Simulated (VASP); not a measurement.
# InSe: single point with PBE+D3(BJ)

Crystal: InSe.

```
CELL_PARAMETERS angstrom
4.03177 0.00000 0.00000
-2.01589 3.49162 0.00000
0.00000 0.00000 16.76237
ATOMIC_POSITIONS crystal
In 0.33333 0.66667 0.16666
In 0.66667 0.33333 0.66666
In 0.33333 0.66667 0.33334
In 0.66667 0.33333 0.83334
Se 0.33333 0.66667 0.58987
Se 0.66667 0.33333 0.08987
Se 0.33333 0.66667 0.91013
Se 0.66667 0.33333 0.41013
```

```
Program             : VASP 6.6.1
Task                : single point
Functional          : PBE
Dispersion          : D3(BJ)
Potentials or basis : VASP PAW PBE potentials, release 64 (In_d, Se)
Cutoff              : 520 eV
k mesh              : 12 × 12 × 2
Occupations         : gaussian, width 0.02 eV
Spin                : no spin polarisation
```

The pressure is 0.0 GPa, the largest force is 0.016 eV/Å and the band gap on the k mesh is 0.36 eV. The dispersion energy per atom is -0.297 eV.

Forces on the atoms (eV/Å):
```
In   0.000  0.000  0.016
In   0.000  0.000  0.016
In   0.000  0.000 -0.016
In   0.000  0.000 -0.016
Se   0.000  0.000 -0.013
Se   0.000  0.000 -0.013
Se   0.000  0.000  0.013
Se   0.000  0.000  0.013
```

Levels at points of the mesh, in eV from the valence-band top:
| k point | band 36 | band 37 | band 38 | band 39 | band 40 | band 41 |
| --- | --- | --- | --- | --- | --- | --- |
| (0.00, 0.00, 0.00) | -1.10 | -1.10 | 0.00 | 0.36 | 1.73 | 2.12 |
| (0.50, 0.00, 0.00) | -2.07 | -1.97 | -1.35 | 1.11 | 1.21 | 1.93 |
| (0.00, 0.00, 0.50) | -1.13 | -0.92 | -0.92 | 1.22 | 1.22 | 2.13 |
| (0.50, 0.00, 0.50) | -2.05 | -1.71 | -1.71 | 1.46 | 1.46 | 1.58 |

Wall time 4.2 min on 1 thread of AMD EPYC 9R45 96-Core Processor (Zen 5), with other jobs on the host, peak memory 0.51 GiB.

Caveat: spin-orbit coupling is left out, which moves the levels of the heavy elements.
